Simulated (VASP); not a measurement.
Here is a VASP 6.6.1 calculation.

The input INCAR:

```
SYSTEM = GaAs
PREC = Accurate
ENCUT = 600
EDIFF = 1E-7
ISMEAR = -1
SIGMA = 0.05
LREAL = .FALSE.
LASPH = .TRUE.
NELM = 60
ALGO = Normal
ISIF = 3
LWAVE = .FALSE.
LCHARG = .FALSE.
GGA = PS
IBRION = 2
NSW = 80
EDIFFG = -0.02
```

Contents of KPOINTS:

```
regular mesh
0
G
  8 8 8
  0 0 0
```

The input POSCAR:

```
GaAs
1.0
    0.0000000000      2.8268500000      2.8268500000
    2.8268500000      0.0000000000      2.8268500000
    2.8268500000      2.8268500000      0.0000000000
As Ga
1 1
Direct
    0.7500000000      0.7500000000      0.7500000000
    0.0000000000      0.0000000000      0.0000000000
```

Potentials or basis: VASP PAW PBE potentials, release 64 (As, Ga_d).

Run with:

```sh
$ cat potpaw_PBE.64/As/POTCAR potpaw_PBE.64/Ga_d/POTCAR > POTCAR
$ mpirun -np 1 vasp_std > vasp.out
```

(1) What does it give for the relaxed cell?

(2) Predict the space group after relaxing (to 0.05 Å).

Answers

(1) a = 4.006 Å, b = 4.006 Å, c = 4.006 Å, α = 60.00°, β = 60.00°, γ = 60.00°.

(2) F-43m (No. 216).
